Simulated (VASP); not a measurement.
Input of a VASP 6.6.1 run:

The input POSCAR:

```
SiO2
1.0
    4.1412033200      0.0000000000      0.0000000000
    0.0000000000      4.1412033200      0.0000000000
    0.0000000000      0.0000000000      2.6424670100
Si O
2 4
Direct
    0.0000000000      0.0000000000      0.0000000000
    0.5000000000      0.5000000000      0.5000000000
    0.3061500000      0.3061500000      0.0000000000
    0.1938500000      0.8061500000      0.5000000000
    0.6938500000      0.6938500000      0.0000000000
    0.8061500000      0.1938500000      0.5000000000
```

Contents of INCAR.step1:

```
SYSTEM = SiO2
ALGO = Normal ; EDIFF = 1E-4
ENCUT = 600 ; GGA = PE
ISMEAR = -5 ; LASPH = .True.
LCHARG = .False. ; LREAL = .False.
LWAVE = .True. ; NELM = 80
PREC = Accurate ; SIGMA = 0.1
```

INCAR.step2

```
SYSTEM = SiO2
ALGO = Normal ; EDIFF = 1E-6
EDIFFG = -0.01 ; ENCUT = 600
IBRION = 2 ; ISIF = 3
ISMEAR = -5 ; ISTART = 1
LASPH = .True. ; LCHARG = .False.
LMIXTAU = .True. ; LREAL = .False.
LWAVE = .False. ; METAGGA = R2SCAN
NELM = 80 ; NSW = 60
PREC = Accurate ; SIGMA = 0.1
```

The input KPOINTS:

```
k-points
0
Gamma
  4 4 7
  0 0 0
```

Potentials or basis: VASP PAW PBE potentials, release 64 (Si, O).

The run is started by

```console
$ cat potpaw_PBE.64/Si/POTCAR potpaw_PBE.64/O/POTCAR > POTCAR
$ cp INCAR.step1 INCAR
$ mpirun -np 1 vasp_std > vasp.out
$ cp INCAR.step2 INCAR
$ mpirun -np 1 vasp_std > vasp.out
```

(1) Estimate the relaxed volume.

(2) What does it give for the space group after relaxing (to 0.1 Å)?

(3) What does it give for the relaxed cell?

(4) Predict the band gap on the k mesh.

## Answers

(1) 7.79 Å³/atom.

(2) P4_2/mnm (No. 136).

(3) a = 4.181 Å, b = 4.181 Å, c = 2.673 Å, α = 90.00°, β = 90.00°, γ = 90.00°.

(4) 6.50 eV.

Caveat: the PAW data sets were made with another functional, which shifts forces and pressure a little.
